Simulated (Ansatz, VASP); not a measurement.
Si3Ge: VASP beside Ansatz

```
Si Ge
1.0
     1.62978   -2.05890    0.00000
     1.62978    2.05890    0.00000
     0.00000    0.00000    9.38644
Si Ge
3 1
Direct
  0.50000 0.50000 0.73835
  0.00000 0.00000 0.50000
  0.50000 0.50000 0.26165
  0.00000 0.00000 0.00000
```

Change from the starting cell: species swapped into the Nb3In type (Cmmm, No. 65).

Alike in both runs: functional PBE; k mesh 6 × 6 × 2; occupations gaussian, width 0.1 eV; no spin polarisation.

Ansatz relaxed the structure, and its values are those at the end. VASP's run is a single point on that final structure, the one shown.

```csv
,VASP,Ansatz
version,VASP 6.6.1,Ansatz 0.2.0
potentials or method,"VASP PAW PBE potentials, release 64 (Si, Ge_d), cutoff 520 eV","scalar-relativistic, plane waves, PAW"
valence electrons in the cell,26,26
```

VASP gave:

```
gap on the k mesh at the Fermi level (eV) : none
pressure (GPa)                            : 0.2
rms of the force components (eV/Å)        : 0.005
```

Question: Estimate Ansatz's values.

Answer: gap on the k mesh at the Fermi level (eV): none; pressure (GPa): 0.2; rms of the force components (eV/Å): 0.004.

A gap of «none» marks a metal or a gap that the smearing closes. With one functional, cell and mesh, what is left measures potentials, basis and numerics.

The k mesh is coarse, so the values compare programs but aren't converged.
